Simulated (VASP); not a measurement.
Set up this calculation in VASP 6.6.1, as the native input.

| Item | Value |
| --- | --- |
| Task | single point |
| Functional | PBEsol |
| Dispersion | D3(BJ) |
| Potentials or basis | VASP PAW PBE potentials, release 64 (Sn_d, O) |
| Cutoff | 520 eV |
| k mesh | 12 × 12 × 10 |
| Occupations | gaussian, width 0.15 eV |
| Spin | no spin polarisation |
| Dipole correction | no |
| Further INCAR settings | ALGO = Normal; EDIFF = 1e-07; NBANDS = 28 |

The structure of SnO lies in POSCAR:

```
SnO
1.0
    3.8970500000      0.0000000000      0.0000000000
    0.0000000000      3.8970500000      0.0000000000
    0.0000000000      0.0000000000      4.9569000000
Sn O
2 2
Direct
    0.0000000000      0.5000000000      0.2385000000
    0.5000000000      0.0000000000      0.7615000000
    0.0000000000      0.0000000000      0.0000000000
    0.5000000000      0.5000000000      0.0000000000
```

This cell differs from its parent crystal: strain +0.025 along x and y, +0.025 along z.

One way to write it, as run:

INCAR

```
SYSTEM = SnO
ALGO     = Normal         ! electronic algorithm
EDIFF    = 1E-7           ! SCF threshold, eV
ENCUT    = 520            ! plane-wave cutoff, eV
GGA      = PS             ! functional
ISIF     = 2              ! what is computed and relaxed
ISMEAR   = 0              ! smearing method
IVDW     = 12             ! dispersion correction
LASPH    = .TRUE.         ! aspherical terms in the spheres
LCHARG   = .FALSE.        ! write CHGCAR
LREAL    = .FALSE.        ! projectors in reciprocal space
LWAVE    = .FALSE.        ! write WAVECAR
NBANDS   = 28             ! bands
NELM     = 80             ! most SCF steps
PREC     = Accurate       ! precision mode
SIGMA    = 0.15           ! smearing width, eV
```

KPOINTS

```
k-points
0
G
  12 12 10
  0 0 0
```

Potentials or basis: VASP PAW PBE potentials, release 64 (Sn_d, O).

Command:

```console
$ cat potpaw_PBE.64/Sn_d/POTCAR potpaw_PBE.64/O/POTCAR > POTCAR
$ mpirun -np 1 vasp_std > vasp.out
```

Results of the run:

The pressure is -7.7 GPa. The largest force is 0.792 eV/Å, the band gap on the k mesh is 0.26 eV, indirect (least direct gap 1.93 eV) and the dispersion energy per atom is -0.200 eV.

Caveat: the cell differs from its parent crystal (strain +0.025 along x and y, +0.025 along z); the PAW data sets were made with another functional, which shifts forces and pressure a little; spin-orbit coupling is left out, which moves the levels of the heavy elements.

Wall time 9.4 min on 1 thread of Oxide Virtual Turin-like Processor, on a shared host, peak memory 0.37 GiB.
